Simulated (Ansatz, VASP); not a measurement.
One calculation of PdC18, two programs

```
C Pd
1.0
     7.39800    0.00000    0.00000
    -3.69900    6.40686    0.00000
     0.00000    0.00000   12.00000
C Pd
18 1
Cartesian
  0.0153 -0.0088 0.9958
  1.2364 0.7097 0.9772
  -1.2231 2.1379 1.0146
  0.0026 2.8460 1.0023
  -2.4568 4.2659 0.9524
  -1.2291 4.9807 0.9747
  2.4710 -0.0046 0.9708
  3.6875 0.7185 0.9999
  1.2406 2.1312 0.9926
  2.4696 2.8457 0.9772
  0.0030 4.2615 1.0146
  1.2366 4.9684 1.0732
  4.9317 0.0002 1.0844
  6.1795 0.7161 1.0732
  3.7055 2.1335 0.9708
  4.9361 2.8453 0.9747
  2.4812 4.2624 0.9958
  3.7058 4.9792 0.9574
  5.2406 -0.1782 3.1485
```

Alike in both runs: functional PBE; k mesh 2 × 2 × 1; occupations fermi-dirac, width 0.05 eV; no spin polarisation.

Ansatz relaxed the structure, and its values are those at the end. VASP's run is a single point on that final structure, the one shown.

```csv
,VASP,Ansatz
version,VASP 6.6.1,Ansatz 0.2.0
potentials or method,"VASP PAW PBE potentials, release 64 (C, Pd), cutoff 520 eV","scalar-relativistic, plane waves, PAW"
valence electrons in the cell,82,90
```

```tsv
	VASP	Ansatz	Ansatz less VASP
rms of the force components (eV/Å)	0.007	0.005	-0.0022
```

VASP's potentials hold 82 valence electrons a cell and Ansatz's 90, so a difference there can come from the potentials and not from the codes.

The k mesh is coarse, so the values compare programs but aren't converged.
